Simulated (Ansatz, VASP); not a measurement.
# One calculation of Ir, two programs

File INCAR:

```
  ALGO = Normal
  EDIFF = 1E-6
  ENCUT = 520
  GGA = PS
  ISIF = 2
  ISMEAR = -1
  LASPH = True
  LCHARG = False
  LREAL = False
  LWAVE = False
  NBANDS = 16
  NELM = 80
  PREC = Accurate
  SIGMA = 0.05
```

The input KPOINTS:

```
k-points
0
Gamma
  13 13 13
```

The input POSCAR:

```
Ir
1.0
    0.0000000000      2.3849528477      2.3849528477
    2.3849528477      0.0000000000      2.3849528477
    2.3849528477      2.3849528477      0.0000000000
Ir
2
Direct
   -0.1250000000     -0.1250000000     -0.1250000000
    0.1250000000      0.1250000000      0.1250000000
```

Input for Ansatz:

```yaml
crystal:
  lattice:
    - [0.0, 2.3849528477, 2.3849528477]
    - [2.3849528477, 0.0, 2.3849528477]
    - [2.3849528477, 2.3849528477, 0.0]
  atoms:
    - { symbol: Ir, position: [-0.125, -0.125, -0.125] }
    - { symbol: Ir, position: [0.125, 0.125, 0.125] }
kpoints:
  mp_grid: { grid: [13, 13, 13] }
scf:
  occupations: { method: fermi_dirac, width: 0.05 }
hamiltonian:
  xc: pbesol
  pseudopotentials: { kind: all_electron, lapw: { basis_error: 0.001 } }
output:
  forces: true
  stress: true
  eigenvalues: true
  populations: true
```

Change from the starting cell: volume scaled by 0.65, LAPW.

Alike in both runs: task single point; functional PBEsol; k mesh 13 × 13 × 13; occupations fermi-dirac, width 0.05 eV; no spin polarisation.

|  | VASP | Ansatz |
| --- | --- | --- |
| version | VASP 6.6.1 | Ansatz 0.2.0 |
| potentials or method | VASP PAW PBE potentials, release 64 (Ir), cutoff 520 eV | all-electron LAPW, scalar-relativistic |

```csv
,VASP,Ansatz,Ansatz less VASP
pressure (GPa),225.9,245.0,+19.11
```

VASP's potentials were made for PBE, not for PBEsol. Both programs put the cell under a high pressure, so it lies far from rest at this level. Ansatz ran all-electron here, and VASP with PAW potentials.

Neither program's run includes spin-orbit coupling. Noted on VASP's run: the cell as given lies far from equilibrium.
